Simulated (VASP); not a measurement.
# CuO (Cccm) in VASP: further runs

The runs below take CuO through single point, with PBE.

Program: VASP 6.6.1. These are calculated values, not measurements. Logs are shortened: lines on timing, memory, paths and dates and some standing lists are left out, and cuts for length are marked.

### 1 The cell of the first run

It takes space group Cccm (No. 66, orthorhombic). Conventional cell: a = 4.141 Å, b = 4.479 Å, c = 5.156 Å, α = 90.00°, β = 90.00°, γ = 90.00°. Within 2.6 Å of Cu (site symmetry 2/m) lie 4 O at 2.00 Å. O (site symmetry 222) has 4 Cu at 2.00 Å and 2 O at 2.58 Å within 2.6 Å.

### 2 Single point, PBE

The input, INCAR:

```
SYSTEM = CuO
ALGO     = Normal         ! electronic algorithm
EDIFF    = 1E-6           ! SCF threshold, eV
ENCUT    = 520            ! plane-wave cutoff, eV
GGA      = PE             ! functional
ISIF     = 2              ! what is computed and relaxed
ISMEAR   = -1             ! smearing method
LASPH    = .TRUE.         ! aspherical terms in the spheres
LCHARG   = .FALSE.        ! write CHGCAR
LREAL    = .FALSE.        ! projectors in reciprocal space
LWAVE    = .FALSE.        ! write WAVECAR
NBANDS   = 25             ! bands
NELM     = 100            ! most SCF steps
PREC     = Accurate       ! precision mode
SIGMA    = 0.05           ! smearing width, eV
```

The input, KPOINTS:

```
k-points
0
G
  7 7 5
  0 0 0
```

The input, POSCAR:

```
CuO
1.0
    2.0706067200     -2.2396920000      0.0000000000
    2.0706067200      2.2396920000      0.0000000000
    0.0000000000      0.0000000000      5.1559280000
Cu O
2 2
Direct
    0.5000000000      0.0000000000      0.0000000000
    0.0000000000      0.5000000000      0.5000000000
    0.5000000000      0.5000000000      0.2500000000
    0.5000000000      0.5000000000      0.7500000000
```

Potentials or basis: VASP PAW PBE potentials, release 64 (Cu, O).

Launch:

```
$ cat potpaw_PBE.64/Cu/POTCAR potpaw_PBE.64/O/POTCAR > POTCAR
$ mpirun -np 1 vasp_std > vasp.out
```

OUTCAR:

```text
SYSTEM = CuO
   EDIFF = 1E-6
   ENCUT = 520
   GGA = PE
   ISIF = 2
   ISMEAR = -1
   LASPH = .TRUE.
   LREAL = .FALSE.
   NELM = 100
   PREC = Accurate

 ion  position               nearest neighbor table
   1  0.500  0.000  0.000-   3 2.00   4 2.00   3 2.00   4 2.00
   2  0.000  0.500  0.500-   3 2.00   4 2.00   3 2.00   4 2.00
   3  0.500  0.500  0.250-   1 2.00   2 2.00   1 2.00   2 2.00
   4  0.500  0.500  0.750-   1 2.00   2 2.00   1 2.00   2 2.00

  LATTYP: Found a base centered orthorhombic cell.
 ALAT       =     4.1412134400
 B/A-ratio  =     1.0816597755
 C/A-ratio  =     1.2450283171

  Lattice vectors:

 A1 = (   2.0706067200,  -2.2396920000,   0.0000000000)
 A2 = (   2.0706067200,   2.2396920000,   0.0000000000)
 A3 = (   0.0000000000,   0.0000000000,   5.1559280000)

Analysis of symmetry for initial positions (statically):
=====================================================================
 Subroutine PRICEL returns:
 Original cell was already a primitive cell.

 Routine SETGRP: Setting up the symmetry group for a
 base centered orthorhombic supercell.

 Subroutine GETGRP returns: Found  8 space group operations
 (whereof  4 operations were pure point group operations)
 out of a pool of  8 trial point group operations.

The static configuration has the point symmetry C_2h.
 The point group associated with its full space group is D_2h.

Analysis of symmetry for dynamics (positions and initial velocities):
=====================================================================
 Subroutine PRICEL returns:
 Original cell was already a primitive cell.

 Routine SETGRP: Setting up the symmetry group for a
 base centered orthorhombic supercell.

 Subroutine GETGRP returns: Found  8 space group operations
 (whereof  4 operations were pure point group operations)
 out of a pool of  8 trial point group operations.

The dynamic configuration has the point symmetry C_2h.
 The point group associated with its full space group is D_2h.

 Subroutine INISYM returns: Found  8 space group operations
 (whereof  4 operations are pure point group operations),
 and found     1 'primitive' translations

----------------------------------------------------------------------------------------

                                     Primitive cell

  volume of cell :      47.8215

  direct lattice vectors                    reciprocal lattice vectors
     2.070606720 -2.239692000  0.000000000     0.241475117 -0.223244982  0.000000000
     2.070606720  2.239692000  0.000000000     0.241475117  0.223244982  0.000000000
     0.000000000  0.000000000  5.155928000     0.000000000  0.000000000  0.193951506

  length of vectors
     3.050185641  3.050185641  5.155928000     0.328859475  0.328859475  0.193951506

  position of ions in fractional coordinates (direct lattice)
     0.500000000  0.000000000  0.000000000
     0.000000000  0.500000000  0.500000000
     0.500000000  0.500000000  0.250000000
     0.500000000  0.500000000  0.750000000

  ion indices of the primitive-cell ions
   primitive index   ion index
                 1           1
                 2           2
                 3           3
                 4           4

----------------------------------------------------------------------------------------

 KPOINTS: k-points

Automatic generation of k-mesh.
 Grid dimensions read from file:
 generate k-points for:    7    7    5

 Generating k-lattice:

  Cartesian coordinates                     Fractional coordinates (reciprocal lattice)
     0.034496445 -0.031892140  0.000000000     0.142857143  0.000000000  0.000000000
     0.034496445  0.031892140  0.000000000     0.000000000  0.142857143  0.000000000
     0.000000000  0.000000000  0.038790301     0.000000000  0.000000000  0.200000000

  Length of vectors
     0.046979925  0.046979925  0.038790301

  Shift w.r.t. Gamma in fractional coordinates (k-lattice)
     0.000000000  0.000000000  0.000000000

 Subroutine IBZKPT returns following result:
 ===========================================

 Found     48 irreducible k-points:

 Following reciprocal coordinates:
            Coordinates               Weight
  0.000000  0.000000  0.000000      1.000000
  0.142857  0.000000  0.000000      4.000000
  0.285714  0.000000  0.000000      4.000000
  0.428571  0.000000  0.000000      4.000000
  0.142857  0.142857  0.000000      2.000000
  0.285714  0.142857  0.000000      4.000000
[... 16 lines left out ...]
  0.428571  0.142857  0.200000      8.000000
 -0.428571  0.142857  0.200000      8.000000
 [... further k-points ...]
   k-points           NKPTS =     48   k-points in BZ     NKDIM =     48   number of bands    NBANDS=     25
   number of dos      NEDOS =    301   number of ions     NIONS =      4
   total plane-waves  NPLWV =  23040
   dimension x,y,z NGX =    24 NGY =   24 NGZ =   40
   dimension x,y,z NGXF=    48 NGYF=   48 NGZF=   80
   ions per type =               2   2
   NGX,Y,Z   is equivalent  to a cutoff of  13.08, 13.08, 12.90 a.u.
   NGXF,Y,Z  is equivalent  to a cutoff of  26.16, 26.16, 25.79 a.u.
 SYSTEM =  CuO
   PREC   = accura    normal or accurate (medium, high low for compatibility)
   ISTART =      0    job   : 0-new  1-cont  2-samecut
   ICHARG =      2    charge: 1-file 2-atom 10-const
   ISPIN  =      1    spin polarized calculation?
   LNONCOLLINEAR =      F non collinear calculations
   LSORBIT =      F    spin-orbit coupling
   LASPH  =      T    aspherical Exc in radial PAW
   ENCUT  =  520.0 eV  38.22 Ry    6.18 a.u.   5.67  5.67  9.59*2*pi/ulx,y,z
   NELM   =    100;   NELMIN=  2; NELMDL= -5     # of ELM steps
   EDIFF  = 0.1E-05   stopping-criterion for ELM
   LREAL  =      F    real-space projection
   EDIFFG = 0.1E-04   stopping-criterion for IOM
   NSW    =      0    number of steps for IOM
   IBRION =     -1    ionic relax: 0-MD 1-quasi-New 2-CG
   NFREE  =      0    steps in history (QN), initial steepest desc. (CG)
   ISIF   =      2    stress and relaxation
   ISYM   =      2    0-nonsym 1-usesym 2-fastsym
   POTIM  = 0.5000    time-step for ionic-motion
   TEBEG  =    0.0;   TEEND  =   0.0 temperature during run
   PSTRESS=    0.0 pullay stress
   NELECT =      34.0000    total number of electrons
   NUPDOWN=      -1.0000    fix difference up-down
   EMIN   =  10.00;   EMAX   =-10.00  energy-range for DOS
   EFERMI =   0.00;   METHOD = LEGACY
   ISMEAR =    -1;   SIGMA  =   0.05  broadening in eV -4-tet -1-fermi 0-gaus
   EFERMI_NEDOS =   21; number of points for ismear=-14 and -15
   IALGO  =     38    algorithm
   IMIX   =      4    mixing-type and parameters
     AMIX     =   0.40;   BMIX     =  1.00
     AMIX_MAG =   1.60;   BMIX_MAG =  1.00
  volume/ion in A,a.u.               =      11.96        80.68
  Fermi-wavevector in a.u.,A,eV,Ry     =   1.461146  2.761165 29.047718  2.134947
  Thomas-Fermi vector in A             =   2.577512
   LORBIT       =      0    0 simple, 1 ext, 2 COOP (PROOUT), +10 PAW based schemes
   GGA     = PE    functional components
   LHFCALC =     F    Hartree Fock is set to
   AEXX    =    0.0000 exact exchange contribution
   IVDW    =     0    specifies the selected vdW correction
   LEPSILON=     F    determine dielectric tensor
   LRPA    =     F    only Hartree local field effects (RPA)
 non-spin polarized calculation
  energy-cutoff  :      520.00
  volume of cell :       47.82
 maximum number of plane-waves:      1309
   NGX = 11   NGY = 11   NGZ = 19

 number of electron      33.9999974 magnetization

 Free energy of the ion-electron system (eV)
  ---------------------------------------------------
  ext. energy  EPLUGINS =         0.00000000
  ---------------------------------------------------
  free energy    TOTEN  =       -19.66205278 eV

  energy without entropy =      -19.64635860  energy(sigma->0) =      -19.65420569

 E-fermi :   3.9729     XC(G=0): -10.8928

 val. band max:        3.9574805520   @ k =   0.4286   0.0000   0.2000
 cond. band min:       4.0590179753   @ k =   0.2857   0.1429   0.4000
 fundamental gap:      0.1015374233
 Fermi energy:         3.9729453292

 k-point     1 :       0.0000    0.0000    0.0000
  band No.  band energies     occupation
      1     -15.2189      2.00000
      2     -13.9850      2.00000
      3      -3.4021      2.00000
      4      -1.0895      2.00000
      5      -0.9295      2.00000
      6       0.6532      2.00000
[... 17 lines left out ...]
     24      17.9449      0.00000
     25      18.3069      0.00000

 k-point     2 :       0.1429    0.0000    0.0000
  band No.  band energies     occupation
      1     -15.1354      2.00000
      2     -13.9623      2.00000
      3      -3.2410      2.00000
      4      -1.0954      2.00000
      5      -0.9223      2.00000
      6      -0.3197      2.00000
[... 17 lines left out ...]
     24      18.1306      0.00000
     25      18.2764      0.00000

 k-point     3 :       0.2857    0.0000    0.0000
  band No.  band energies     occupation
      1     -14.9392      2.00000
      2     -13.9105      2.00000
      3      -2.8508      2.00000
      4      -1.5657      2.00000
      5      -1.0933      2.00000
      6      -0.8480      2.00000
[... 17 lines left out ...]
     24      17.6375      0.00000
     25      18.1000      0.00000

 k-point     4 :       0.4286    0.0000    0.0000
  band No.  band energies     occupation
      1     -14.7719      2.00000
      2     -13.8686      2.00000
      3      -2.5076      2.00000
      4      -2.3495      2.00000
      5      -0.9963      2.00000
      6      -0.7688      2.00000
[... 17 lines left out ...]
     24      16.0626      0.00000
     25      17.7813      0.00000

 k-point     5 :       0.1429    0.1429    0.0000
  band No.  band energies     occupation
      1     -15.0483      2.00000
      2     -13.9380      2.00000
      3      -3.0712      2.00000
      4      -1.1174      2.00000
      5      -0.9147      2.00000
      6      -0.5102      2.00000
[... 17 lines left out ...]
     24      16.6005      0.00000
     25      18.2176      0.00000

 k-point     6 :       0.2857    0.1429    0.0000
  band No.  band energies     occupation
      1     -14.8544      2.00000
      2     -13.8885      2.00000
      3      -2.6756      2.00000
      4      -1.5480      2.00000
      5      -1.0980      2.00000
      6      -0.8331      2.00000
[... 17 lines left out ...]
     24      16.0261      0.00000
     25      17.8272      0.00000
[... 393 lines left out ...]
 k-point    21 :       0.1429    0.1429    0.2000
  band No.  band energies     occupation
      1     -14.9570      2.00000
      2     -14.0625      2.00000
      3      -2.7553      2.00000
      4      -1.1970      2.00000
      5      -0.9337      2.00000
      6      -0.3940      2.00000
[... 17 lines left out ...]
     24      16.8023      0.00000
     25      18.3405      0.00000

 k-point    22 :       0.2857    0.1429    0.2000
  band No.  band energies     occupation
      1     -14.7746      2.00000
      2     -13.9932      2.00000
      3      -2.4301      2.00000
      4      -1.5241      2.00000
      5      -1.1258      2.00000
      6      -0.8870      2.00000
[... 17 lines left out ...]
     24      16.2078      0.00000
     25      18.1207      0.00000

 k-point    23 :       0.4286    0.1429    0.2000
  band No.  band energies     occupation
      1     -14.6272      2.00000
      2     -13.9364      2.00000
      3      -2.2217      2.00000
      4      -2.1116      2.00000
      5      -1.0867      2.00000
      6      -0.8902      2.00000
[... 17 lines left out ...]
     24      16.5070      0.00000
     25      17.4468      0.00000

 k-point    24 :      -0.4286    0.1429    0.2000
  band No.  band energies     occupation
      1     -14.6333      2.00000
      2     -13.9400      2.00000
      3      -2.2106      2.00000
      4      -2.1161      2.00000
      5      -0.9938      2.00000
      6      -0.9380      2.00000
[... 17 lines left out ...]
     24      16.7475      0.00000
     25      17.6715      0.00000

 [... further k-points ...]

------------------------ aborting loop because EDIFF is reached ----------------------------------------

  FORCE on cell =-STRESS in cart. coord.  units (eV):
  Direction    XX          YY          ZZ          XY          YZ          ZX
  --------------------------------------------------------------------------------------
  -------------------------------------------------------------------------------------
  Total       -2.0031733     -2.6193665     -1.8471230     -0.0000000      0.0000000      0.0000000
  in kB      -67.1129537    -87.7574707    -61.8847510     -0.0000000      0.0000000      0.0000000
  external PRESSURE =     -72.2517251 kB  Pullay stress =       0.0000000 kB

 VOLUME and BASIS-vectors are now :
 -----------------------------------------------------------------------------
  energy-cutoff  :      520.00
  volume of cell :       47.82
      direct lattice vectors                 reciprocal lattice vectors
     2.070606720 -2.239692000  0.000000000     0.241475117 -0.223244982  0.000000000
     2.070606720  2.239692000  0.000000000     0.241475117  0.223244982  0.000000000
     0.000000000  0.000000000  5.155928000     0.000000000  0.000000000  0.193951506

 POSITION                                       TOTAL-FORCE (eV/Angst)
 -----------------------------------------------------------------------------------
      1.03530     -1.11985      0.00000        -0.000000     -0.000000      0.000000
      1.03530      1.11985      2.57796         0.000000     -0.000000      0.000000
      2.07061      0.00000      1.28898         0.000000      0.000000      0.000000
      2.07061      0.00000      3.86695         0.000000     -0.000000      0.000000
 -----------------------------------------------------------------------------------
    total drift:                                0.000000     -0.000000     -0.000000

  FREE ENERGIE OF THE ION-ELECTRON SYSTEM (eV)
  ---------------------------------------------------
  free  energy   TOTEN  =       -19.6620527846 eV

  energy  without entropy=      -19.6463585967  energy(sigma->0) =      -19.65420569
```

Wall time 32 s (1 thread of AMD EPYC 9R45 (Zen 5), shared host); peak memory 0.16 GiB.

Results:

- Free energy: -19.6621 eV
- Pressure: -7.2 GPa
- Band gap on the k mesh: zero (band 17 reaches 4.56 eV, above the bottom of band 18 at 3.74 eV)

Stress tensor (GPa, compression positive):
```
-6.71  0.00  0.00
 0.00 -8.78  0.00
 0.00  0.00 -6.19
```

Caveat: semilocal functionals often make such compounds metallic where correlation or magnetic order opens a gap, which also shifts bond lengths. With open d or f shells a metallic result of PBE can be an artefact of self-interaction; +U or a hybrid may open a gap.

### 3 Single point, PBE

This run uses another cell than the first one, of 10.19 Å³/atom, 0.852 times its volume.

INCAR: that of step 2 with these lines changed.

```diff
@@ -7,6 +7,6 @@
 ISMEAR   = -1             ! smearing method
-LASPH    = .TRUE.         ! aspherical terms in the spheres
-LCHARG   = .FALSE.        ! write CHGCAR
-LREAL    = .FALSE.        ! projectors in reciprocal space
-LWAVE    = .FALSE.        ! write WAVECAR
+LASPH    = .True.         ! aspherical terms in the spheres
+LCHARG   = .False.        ! write CHGCAR
+LREAL    = .False.        ! projectors in reciprocal space
+LWAVE    = .False.        ! write WAVECAR
 NBANDS   = 25             ! bands
```

The input, KPOINTS:

```
k-points
0
Gamma
  8 8 5
  0 0 0
```

POSCAR: that of step 2 with these lines changed.

```diff
@@ -2,4 +2,4 @@
 1.0
-    2.0706067200     -2.2396920000      0.0000000000
-    2.0706067200      2.2396920000      0.0000000000
+    1.9113292800     -2.0674080000      0.0000000000
+    1.9113292800      2.0674080000      0.0000000000
     0.0000000000      0.0000000000      5.1559280000
```

Potentials or basis: VASP PAW PBE potentials, release 64 (Cu, O).

Launch:

```
$ cat potpaw_PBE.64/Cu/POTCAR potpaw_PBE.64/O/POTCAR > POTCAR
$ mpirun -np 1 vasp_std > vasp.out
```

It took 40 s on 1 thread of AMD EPYC 9R45 (Zen 5), shared host; peak memory 0.16 GiB.

It converged, with:

- Free energy: -19.5388 eV
- Pressure: 15.7 GPa
- Band gap on the k mesh: zero (band 17 reaches 6.52 eV, above the bottom of band 18 at 5.65 eV)

Stress tensor (GPa, compression positive):
```
15.52  0.00  0.00
 0.00 16.09  0.00
 0.00  0.00 15.47
```

Levels at points of the mesh, in eV from the Fermi level:
| k point | band 14 | band 15 | band 16 | band 17 | band 18 | band 19 | band 20 | band 21 |
| --- | --- | --- | --- | --- | --- | --- | --- | --- |
| (0.00, 0.00, 0.00) | -2.58 | -2.52 | -2.22 | 0.58 | 0.79 | 1.66 | 6.36 | 7.54 |
| (0.50, 0.00, 0.00) | -2.09 | -1.69 | -1.62 | 0.25 | 0.44 | 3.35 | 6.33 | 6.85 |
| (0.50, 0.50, 0.00) | -2.47 | -1.65 | -1.26 | -1.20 | 1.27 | 2.12 | 7.17 | 9.53 |

Caveat: semilocal functionals often make such compounds metallic where correlation or magnetic order opens a gap, which also shifts bond lengths.

(Continued in part 2 of 2.)
